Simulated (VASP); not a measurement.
# HC28 (a cell with a defect) in VASP: further runs

The runs below take HC28 (a cell with a defect) through single point, with PBE.

Everything below comes from runs of VASP 6.6.1. Logs are shortened: lines on timing, memory, paths and dates and some standing lists are left out, and cuts for length are marked.

## (1) The cell of the first run

The cell holds a defect, 29 atoms: a = 6.526 Å, b = 6.526 Å, c = 9.367 Å, α = 69.61°, β = 69.61°, γ = 60.00°.

## (2) Single point, PBE

INCAR

```
SYSTEM = HC28
PREC = Accurate
ENCUT = 520
EDIFF = 1E-6
ISMEAR = 0
SIGMA = 0.1
LREAL = Auto
LASPH = .TRUE.
NELM = 80
ALGO = Normal
ISIF = 2
LWAVE = .FALSE.
LCHARG = .TRUE.
GGA = PE
LELF = .TRUE.
LVHAR = .TRUE.
NBANDS = 76
```

KPOINTS

```
regular mesh
0
G
  4 4 4
  0 0 0
```

POSCAR

```
HC28
1.0
    6.1662906811     -2.1360657508      0.0000000000
    1.2332581362     -6.4081972523      0.0000000000
    2.4665162724     -2.8480876677     -8.5756693636
C H
28 1
Direct
    0.4438206269      0.6604206566      0.3036529150
    0.3070404569      0.3788837434      0.2925554722
    0.1631522945      0.0917267647      0.2964268901
    1.0198360657      0.8060906204      0.2963976213
    0.8776974645      0.5156823216      0.3036196814
    0.7341601120      0.2350674585      0.2964284060
    0.5884920241     -0.0505194688      0.3036585122
    0.7807178764     -0.0024059149      0.2975645272
    0.6291443843      0.7009100568      0.3263675267
    0.4957528676      0.4254991012      0.2965857115
    0.3536377016      0.1395287474      0.2965754499
    0.2096637382      0.8525921212      0.2975529830
    1.0677538092      0.5676775006      0.2964439150
    0.9257718442      0.2814968111      0.2974512999
    0.0765331403      0.7168937648      0.7035333038
   -0.0654035649      0.4319829563      0.7024384622
    0.7906201128      0.1450382576      0.7034220589
    0.6484905388      0.8590696995      0.7034419990
    0.5151001599      0.5836867227      0.6736019960
    0.3635199517      0.2869561360      0.7024730951
    0.2185067038      1.0030537487      0.7025293006
    0.4100915376      1.0495006954      0.7035798308
    0.2665696167      0.7688502634      0.6964233049
    0.1244231014      0.4784764069      0.7035952232
   -0.0188953265      0.1928445767      0.7035607069
    0.8372240346      0.9056860864      0.7074372557
    0.7004131908      0.6241719531      0.6963515904
    0.5557383306      0.3350955377      0.6963479755
    0.5722083067      0.6422388626      0.4999828956
```

Potentials or basis: VASP PAW PBE potentials, release 64 (C, H).

The run is started by

```sh
> cat potpaw_PBE.64/C/POTCAR potpaw_PBE.64/H/POTCAR > POTCAR
> mpirun -np 1 vasp_std > vasp.out
```

OUTCAR:

```text
SYSTEM = HC28
   PREC = Accurate
   ENCUT = 520
   EDIFF = 1E-6
   ISMEAR = 0
   LREAL = Auto
   LASPH = .TRUE.
   NELM = 80
   ISIF = 2
   GGA = PE

 ion  position               nearest neighbor table
   1  0.444  0.660  0.304-  10 1.42  12 1.42   9 1.45
   2  0.307  0.379  0.293-  13 1.42  10 1.42  11 1.42
   3  0.163  0.092  0.296-  14 1.42  11 1.43  12 1.43
   4  0.020  0.806  0.296-  12 1.42  13 1.43   8 1.43
   5  0.878  0.516  0.304-  13 1.42  14 1.42   9 1.45
   6  0.734  0.235  0.296-   8 1.42  10 1.43  14 1.43
[... 20 lines left out ...]
  27  0.700  0.624  0.696-  18 1.42  16 1.42  19 1.45
  28  0.556  0.335  0.696-  17 1.42  20 1.42  19 1.45
  29  0.572  0.642  0.500-

  LATTYP: Found a trigonal (rhomboedric) cell.
 ALAT       =     9.3668250181
 COS(alpha) =     0.7573103810

  Lattice vectors:

 A1 = (  -3.6997744087,  -0.7120219169,  -8.5756693636)
 A2 = (   1.2332581362,   3.5601095846,  -8.5756693636)
 A3 = (   2.4665162724,  -2.8480876677,  -8.5756693636)

Analysis of symmetry for initial positions (statically):
=====================================================================
 Subroutine PRICEL returns:
 Original cell was already a primitive cell.

 Routine SETGRP: Setting up the symmetry group for a
 trigonal (rhombohedral) supercell.

 Subroutine GETGRP returns: Found  1 space group operations
 (whereof  1 operations were pure point group operations)
 out of a pool of 12 trial point group operations.

The static configuration has the point symmetry C_1 .

Analysis of symmetry for dynamics (positions and initial velocities):
=====================================================================
 Subroutine PRICEL returns:
 Original cell was already a primitive cell.

 Routine SETGRP: Setting up the symmetry group for a
 trigonal (rhombohedral) supercell.

 Subroutine GETGRP returns: Found  1 space group operations
 (whereof  1 operations were pure point group operations)
 out of a pool of 12 trial point group operations.

The dynamic configuration has the point symmetry C_1 .

 Subroutine INISYM returns: Found  1 space group operations
 (whereof  1 operations are pure point group operations),
 and found     1 'primitive' translations

----------------------------------------------------------------------------------------
[... 151 lines left out ...]
   IBRION =     -1    ionic relax: 0-MD 1-quasi-New 2-CG
   NFREE  =      0    steps in history (QN), initial steepest desc. (CG)
   ISIF   =      2    stress and relaxation
   ISYM   =      2    0-nonsym 1-usesym 2-fastsym
   POTIM  = 0.5000    time-step for ionic-motion
   TEBEG  =    0.0;   TEEND  =   0.0 temperature during run
   PSTRESS=    0.0 pullay stress
   NELECT =     113.0000    total number of electrons
   NUPDOWN=      -1.0000    fix difference up-down
   EMIN   =  10.00;   EMAX   =-10.00  energy-range for DOS
   EFERMI =   0.00;   METHOD = LEGACY
   ISMEAR =     0;   SIGMA  =   0.10  broadening in eV -4-tet -1-fermi 0-gaus
   EFERMI_NEDOS =   21; number of points for ismear=-14 and -15
   IALGO  =     38    algorithm
   IMIX   =      4    mixing-type and parameters
     AMIX     =   0.40;   BMIX     =  1.00
     AMIX_MAG =   1.60;   BMIX_MAG =  1.00
  volume/ion in A,a.u.               =      10.91        73.60
  Fermi-wavevector in a.u.,A,eV,Ry     =   1.161661  2.195221 18.360468  1.349456
  Thomas-Fermi vector in A             =   2.298231
   LORBIT       =      0    0 simple, 1 ext, 2 COOP (PROOUT), +10 PAW based schemes
   GGA     = PE    functional components
   LHFCALC =     F    Hartree Fock is set to
   AEXX    =    0.0000 exact exchange contribution
   IVDW    =     0    specifies the selected vdW correction
   LEPSILON=     F    determine dielectric tensor
   LRPA    =     F    only Hartree local field effects (RPA)
 non-spin polarized calculation
 Gauss-broadening in eV      SIGMA  =   0.10
  energy-cutoff  :      520.00
  volume of cell :      316.27
 maximum number of plane-waves:      8542
 NGX is ok and might be reduce to    50
   NGX = 25   NGY = 25   NGZ = 35

 number of electron     112.9999998 magnetization

 Free energy of the ion-electron system (eV)
  ---------------------------------------------------
  ext. energy  EPLUGINS =         0.00000000
  ---------------------------------------------------
  free energy    TOTEN  =      -259.43624091 eV

  energy without entropy =     -259.41889737  energy(sigma->0) =     -259.42756914

 E-fermi :   3.1572     XC(G=0):  -8.6905

 val. band max:        3.1516077657   @ k =  -0.0000   0.5000   0.0000
 cond. band min:       3.2637274671   @ k =   0.2500   0.0000   0.0000
 fundamental gap:      0.1121197014
 Fermi energy:         3.1571945062

 k-point     1 :       0.0000    0.0000    0.0000
  band No.  band energies     occupation
      1     -16.7987      2.00000
      2     -16.6278      2.00000
      3     -13.6693      2.00000
      4     -13.4790      2.00000
      5     -13.4775      2.00000
      6     -13.4620      2.00000
[... 1693 lines left out ...]
     67       7.9613      0.00000
     68       8.0577      0.00000

 [... further k-points ...]

 [bands above 68 left out]

------------------------ aborting loop because EDIFF is reached ----------------------------------------

  FORCE on cell =-STRESS in cart. coord.  units (eV):
  Direction    XX          YY          ZZ          XY          YZ          ZX
  --------------------------------------------------------------------------------------
  -------------------------------------------------------------------------------------
  Total        3.5286776      3.5282082     -0.2394937      0.0252029      0.0091243      0.0273312
  in kB       17.8754873     17.8731097     -1.2132212      0.1276722      0.0462215      0.1384540
  external PRESSURE =      11.5117919 kB  Pullay stress =       0.0000000 kB

 VOLUME and BASIS-vectors are now :
 -----------------------------------------------------------------------------
  energy-cutoff  :      520.00
  volume of cell :      316.27
      direct lattice vectors                 reciprocal lattice vectors
     6.166290681 -2.136065751  0.000000000     0.173755768  0.033439313  0.038869658
     1.233258136 -6.408197252  0.000000000    -0.057918589 -0.167196565  0.038869658
     2.466516272 -2.848087668 -8.575669364     0.000000000  0.000000000 -0.116608973

 POSITION                                       TOTAL-FORCE (eV/Angst)
 -----------------------------------------------------------------------------------
      4.30016     -6.04497     -2.60403         0.023498     -0.002246     -0.008357
      3.08216     -3.91704     -2.50886         0.003922     -0.009572     -0.016911
      1.85031     -1.78056     -2.54206         0.014269      0.010161     -0.002573
      1.84750     -6.05213     -2.54181         0.001780      0.005975     -0.002400
      6.79699     -6.04415     -2.60374        -0.020207     -0.006376      0.008572
      5.54809     -3.91883     -2.54207         0.012342     -0.005612      0.000517
[... 21 lines left out ...]
      5.55766     -5.31771     -5.97165        -0.002869     -0.025058      0.014873
      5.55366     -6.76186     -4.28769        -0.001486     -0.000153     -0.000694
 -----------------------------------------------------------------------------------
    total drift:                               -0.010522     -0.019438     -0.026913

  FREE ENERGIE OF THE ION-ELECTRON SYSTEM (eV)
  ---------------------------------------------------
  free  energy   TOTEN  =      -259.4362409067 eV

  energy  without entropy=     -259.4188973688  energy(sigma->0) =     -259.42756914
```

Run time: 13 min. Hardware: 1 thread of Intel Xeon 6975P-C (Granite Rapids), shared host; peak memory 0.73 GiB.

Results:

- Free energy: -259.4362 eV
- Pressure: 1.2 GPa
- Largest force: 0.030 eV/Å
- Band gap on the k mesh: zero (an odd number of electrons rules out a gap without spin polarisation)

Forces in eV/Å, atoms in the order of the input:
```
C    0.023 -0.002 -0.008
C    0.004 -0.010 -0.017
C    0.014  0.010 -0.003
C    0.002  0.006 -0.002
C   -0.020 -0.006  0.009
C    0.012 -0.006  0.001
C    0.013  0.015 -0.015
C    0.003  0.000  0.008
C   -0.007  0.000 -0.007
C    0.006  0.006  0.013
C   -0.014 -0.001  0.007
C   -0.017 -0.017  0.009
C    0.001 -0.001  0.002
C   -0.013 -0.007 -0.002
C   -0.009  0.006 -0.002
C    0.012  0.010 -0.008
C    0.022  0.012 -0.012
C   -0.004 -0.008 -0.009
C    0.012  0.009  0.001
C   -0.006 -0.001 -0.006
C    0.006  0.008  0.004
C   -0.005  0.003  0.000
C    0.015  0.005  0.002
C   -0.001  0.001  0.003
C   -0.018 -0.016  0.000
C    0.000  0.002  0.007
C   -0.026  0.009  0.011
C   -0.003 -0.025  0.015
H   -0.001  0.000 -0.001
```

(Part 1 of 2 ends here.)

The gap in the log of VASP goes by the Fermi energy; the results here count the filled bands.